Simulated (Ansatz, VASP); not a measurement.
GaN: VASP beside Ansatz

```xyz
4
Lattice="3.1069 0.0000 0.0000 -1.5534 2.6906 0.0000 0.0000 0.0000 5.2128" Properties=species:S:1:pos:R:3 pbc="T T T"
Ga    0.0000    1.7938    0.0177
Ga    1.5534    0.8969    2.6241
N     0.0000    1.7938    1.9475
N     1.5534    0.8969    4.5539
```

Change from the starting cell: strained cell.

Alike in both runs: task relaxation of the atoms; functional r2SCAN; k mesh 9 × 9 × 4; occupations gaussian, width 0.02 eV; no spin polarisation.

|  | VASP | Ansatz |
| --- | --- | --- |
| version | VASP 6.6.1 | Ansatz 0.2.0 |
| potentials or method | VASP PAW PBE potentials, release 64 (Ga_d, N), cutoff 580 eV | scalar-relativistic, plane waves, PAW |
| valence electrons in the cell | 36 | 36 |

```csv
,VASP,Ansatz,Ansatz less VASP
"gap on the k mesh at the Fermi level, each at its own relaxed structure (eV)",2.49,2.50,+0.013
```

VASP's potentials were made for PBE, not for r2SCAN. Ansatz's warnings: stress scf threshold loose.
